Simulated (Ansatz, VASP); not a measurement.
**One calculation of AlN, two programs**

```
CELL_PARAMETERS angstrom
0.00000 2.20319 2.20319
2.20319 0.00000 2.20319
2.20319 2.20319 0.00000
ATOMIC_POSITIONS crystal
Al 0.00000 0.00000 0.00000
N 0.25000 0.25000 0.25000
```

Change from the starting cell: species swapped into the ZnO type (F-43m, No. 216).

Alike in both runs: functional PBE; k mesh 5 × 5 × 5; occupations gaussian, width 0.15 eV; no spin polarisation.

Ansatz relaxed the structure, and its values are those at the end. VASP's run is a single point on that final structure, the one shown.

|  | VASP | Ansatz |
| --- | --- | --- |
| version | VASP 6.6.1 | Ansatz 0.2.0 |
| potentials or method | VASP PAW PBE potentials, release 64 (Al, N), cutoff 520 eV | scalar-relativistic, plane waves, PAW |
| valence electrons in the cell | 8 | 8 |

```csv
,VASP,Ansatz,Ansatz less VASP
gap on the k mesh at the Fermi level (eV),3.86,3.87,+0.007
least direct gap on the mesh (eV),3.96,3.95,-0.009
pressure (GPa),-0.7,-0.4,+0.27
```

With one functional, cell and mesh, what is left measures potentials, basis and numerics.

The k mesh is coarse, so the values compare programs but aren't converged.
